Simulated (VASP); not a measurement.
A run of VASP 6.6.1 is set up as follows.

The input INCAR:

```
SYSTEM = H12CO5
ALGO     = Normal         ! electronic algorithm
EDIFF    = 1E-7           ! SCF threshold, eV
ENCUT    = 520            ! plane-wave cutoff, eV
GGA      = CA             ! functional
ISIF     = 2              ! what is computed and relaxed
ISMEAR   = -1             ! smearing method
LASPH    = .True.         ! aspherical terms in the spheres
LCHARG   = .False.        ! write CHGCAR
LREAL    = Auto         
LWAVE    = .False.        ! write WAVECAR
NBANDS   = 38             ! bands
NELM     = 80             ! most SCF steps
PREC     = Accurate       ! precision mode
SIGMA    = 0.05           ! smearing width, eV
```

Contents of KPOINTS:

```
k-points
0
Gamma
  1 1 1
  0 0 0
```

The input POSCAR:

```
H12CO5
1.0
    5.7184790000      0.0000000000      0.0000000000
    0.0000000000      5.7184790000      0.0000000000
    0.0000000000      0.0000000000      5.7184790000
O H C
5 12 1
Direct
    0.8402583974      0.8122089807      0.4336118048
    0.0929967567      0.2725200180      0.0242372141
    0.3739281022     -0.0620094959      0.9331502310
    0.1632427084      0.5727571965      0.7050825928
    0.7083701803      0.1689085507      0.6700383091
    0.9080036842      0.7150502782      0.5544481321
    0.9500778092      0.8474631104      0.3100824537
    0.1938977130      0.1337243697     -0.0355514115
    0.1752039310      0.3225682913      0.1595878904
    0.4929982256     -0.0110169155      0.8203580008
    0.2841314972     -0.1877597172      0.8401709615
    0.1122151537      0.4590556335      0.8361664002
    0.3104496843      0.5048195508      0.6548769349
    0.6480044781      0.4991711957      0.5280949707
    0.7882865356      0.0327709519      0.5778109879
    0.6711050264      0.2645283825      0.3223409581
    0.4116129481      0.2825926265      0.4872974090
    0.6114912724      0.3029476894      0.5054840632
```

Potentials or basis: VASP PAW LDA potentials, release 64 (O, H, C).

The run is started by

```console
$ cat potpaw_LDA.64/O/POTCAR potpaw_LDA.64/H/POTCAR potpaw_LDA.64/C/POTCAR > POTCAR
$ mpirun -np 1 vasp_gam > vasp.out
```

**Question.** Predict the largest force.

**Answer.** 3.533 eV/Å.

**Question.** Estimate the pressure.

**Answer.** 0.3 GPa.

Stress tensor (GPa, compression positive):
```
 0.17 -1.18  0.48
-1.18 -0.15 -1.56
 0.48 -1.56  0.88
```

Caveat: the k points lie up to 1.10 Å⁻¹ apart.
